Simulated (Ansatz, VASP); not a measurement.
One calculation of HgTe, two programs

The input INCAR:

```
SYSTEM = HgTe
PREC = Accurate ; ENCUT = 520
EDIFF = 1E-6 ; ISMEAR = 0
SIGMA = 0.15 ; LREAL = .False.
LASPH = .True. ; NELM = 60
ALGO = Normal ; ISIF = 2
LWAVE = .False. ; LCHARG = .False.
GGA = PE ; NBANDS = 16
```

The input KPOINTS:

```
Automatic mesh
0
Gamma
  16 16 16
  0 0 0
```

The input POSCAR:

```
HgTe
1.0
    0.0000000000      3.3247980866      3.3247980866
    3.3247980866      0.0000000000      3.3247980866
    3.3247980866      3.3247980866      0.0000000000
Hg Te
1 1
Direct
   -0.0071746886     -0.0071746886      0.0071746886
    0.7612788804      0.7612788804      0.7387211196
```

Input for Ansatz:

```yaml
crystal:
  lattice:
    - [0.0, 3.3247980766, 3.3247980766]
    - [3.3247980766, 0.0, 3.3247980766]
    - [3.3247980766, 3.3247980766, 0.0]
  atoms:
    - { symbol: Hg, position: [-0.0071746886, -0.0071746886, 0.0071746886] }
    - { symbol: Te, position: [0.7612788804, 0.7612788804, 0.7387211196] }
basis:
  ecutwfc: 420
kpoints:
  mp_grid: { grid: [16, 16, 16] }
hamiltonian:
  xc: pbe
scf:
  occupations: { method: gaussian, width: 0.15 }
output:
  forces: true
  stress: true
  eigenvalues: true
```

Change from the starting cell: mode 4 (96.6 1/cm) frozen in, largest displacement +0.075 Å.

Alike in both runs: task single point; functional PBE; k mesh 16 × 16 × 16; occupations gaussian, width 0.15 eV; no spin polarisation.

|  | VASP | Ansatz |
| --- | --- | --- |
| version | VASP 6.6.1 | Ansatz 0.2.0 |
| potentials or method | VASP PAW PBE potentials, release 64 (Hg, Te), cutoff 520 eV | scalar-relativistic, plane waves, PAW |
| valence electrons in the cell | 18 | 36 |

|  | VASP | Ansatz | Ansatz less VASP |
| --- | --- | --- | --- |
| pressure (GPa) | 0.3 | 0.2 | -0.05 |
| traceless stress, the component that is largest in VASP (GPa) | 0.96 | 0.94 | -0.025 |
| rms of the force components (eV/Å) | 0.192 | 0.188 | -0.0041 |

Atom by atom the forces differ by 0.004 eV/Å (rms over components). VASP's potentials hold 18 valence electrons a cell and Ansatz's 36, so a difference there can come from the potentials and not from the codes.

Spin-orbit coupling is off throughout.
